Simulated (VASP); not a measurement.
Set up this calculation in VASP 6.6.1, as the native input.

```
Task                   : single point
Functional             : PBE
Potentials or basis    : VASP PAW PBE potentials, release 64 (Hg, Te)
Cutoff                 : 520 eV
k mesh                 : 8 × 8 × 8
Occupations            : fermi-dirac, width 0.05 eV
Spin                   : no spin polarisation
Dipole correction      : no
Further INCAR settings : ALGO = Normal; EDIFF = 1e-06; NBANDS = 16
```

The structure of HgTe (Coloradoite) lies in POSCAR:

```
HgTe
1.0
    4.5459890000      0.0000000000      0.0000000000
    2.2729945000      3.9369419593      0.0000000000
    2.2729945000      1.3123139864      3.7117844754
Hg Te
1 1
Direct
    0.0000000000      0.0000000000      0.0000000000
    0.2500000000      0.2500000000      0.2500000000
```

One way to write it, as run:

INCAR

```
SYSTEM = HgTe
PREC = Accurate
ENCUT = 520
EDIFF = 1E-6
ISMEAR = -1
SIGMA = 0.05
LREAL = .FALSE.
LASPH = .TRUE.
NELM = 80
ALGO = Normal
ISIF = 2
LWAVE = .FALSE.
LCHARG = .FALSE.
GGA = PE
NBANDS = 16
```

KPOINTS

```
Automatic mesh
0
G
  8 8 8
  0 0 0
```

Potentials or basis: VASP PAW PBE potentials, release 64 (Hg, Te).

Run with:

```bash
$ cat potpaw_PBE.64/Hg/POTCAR potpaw_PBE.64/Te/POTCAR > POTCAR
$ mpirun -np 1 vasp_std > vasp.out
```

It gave:

```json
{
 "Pressure": "4.6 GPa",
 "Band gap on the k mesh": "zero (filled and empty bands touch)"
}
```

Caveat: spin-orbit coupling is left out, which moves the levels of the heavy elements.

Wall time 34 s on 1 thread of Intel(R) Xeon(R) 6975P-C (Granite Rapids), on a shared host, peak memory 0.21 GiB.
